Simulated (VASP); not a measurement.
A run of VASP 6.6.1:

The input INCAR:

```
SYSTEM = Cu2Re
  PREC = Accurate
  ENCUT = 520
  EDIFF = 1E-6
  ISMEAR = 0
  SIGMA = 0.1
  LREAL = .FALSE.
  LASPH = .TRUE.
  NELM = 60
  ALGO = Normal
  ISIF = 2
  LWAVE = .FALSE.
  LCHARG = .FALSE.
  GGA = PE
  NBANDS = 22
```

KPOINTS

```
Automatic mesh
0
G
  14 14 14
  0 0 0
```

POSCAR

```
Cu2Re
1.0
    0.0000000000      2.8739112626      2.8739112626
    2.8739112626      0.0000000000      2.8739112626
    2.8739112626      2.8739112626      0.0000000000
Cu Re
2 1
Direct
    0.2500000000      0.2500000000      0.2500000000
    0.7500000000      0.7500000000      0.7500000000
    0.0000000000      0.0000000000      0.0000000000
```

Potentials or basis: VASP PAW PBE potentials, release 64 (Cu, Re).

Run with:

```bash
$ cat potpaw_PBE.64/Cu/POTCAR potpaw_PBE.64/Re/POTCAR > POTCAR
$ mpirun -np 1 vasp_std > vasp.out
```

Hardware: 1 thread of Intel Xeon 8259CL, on a shared host.

Task: Estimate the wall time of this run.

Result: It took 3.4 min on 1 thread of Intel Xeon 8259CL, on a shared host, peak memory 0.25 GiB. Counts: scf iterations 16, k points 104.
